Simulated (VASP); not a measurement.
Here is a VASP 6.6.1 calculation.

File INCAR:

```
PREC = Accurate
ENCUT = 500
EDIFF = 1E-6
ISMEAR = 0
SIGMA = 0.1
LREAL = False
LASPH = True
NELM = 120
ALGO = Normal
ISIF = 2
LWAVE = False
LCHARG = False
GGA = PE
NBANDS = 37
GGA_COMPAT = False
```

File KPOINTS:

```
regular mesh
0
Gamma
  9 9 15
```

File POSCAR:

```
TlAu2Cl3
1.0
    6.8879942693      0.0000000030      0.0000000000
   -3.4439971372      5.9651780168      0.0000000000
    0.0000000000      0.0000000000      3.8193041619
Tl Au Cl
1 2 3
Direct
    0.0000000000      0.0000000000      0.0000000000
    0.3333333333      0.6666666667      0.0000000000
    0.6666666667      0.3333333333      0.0000000000
    0.5000000000      0.0000000000      0.5000000000
    0.5000000000      0.5000000000      0.5000000000
    0.0000000000      0.5000000000      0.5000000000
```

Potentials or basis: VASP PAW PBE potentials, release 64 (Tl_d, Au, Cl).

Run with:

```console
$ cat potpaw_PBE.64/Tl_d/POTCAR potpaw_PBE.64/Au/POTCAR potpaw_PBE.64/Cl/POTCAR > POTCAR
$ mpirun -np 1 vasp_std > vasp.out
```

**Question.** Estimate the pressure.

**Answer.** -0.1 GPa.

**Question.** Estimate the band gap on the k mesh.

**Answer.** Zero (bands 28 and 29 overlap by 0.30 eV).

Caveat: spin-orbit coupling is left out, which moves the levels of the heavy elements.
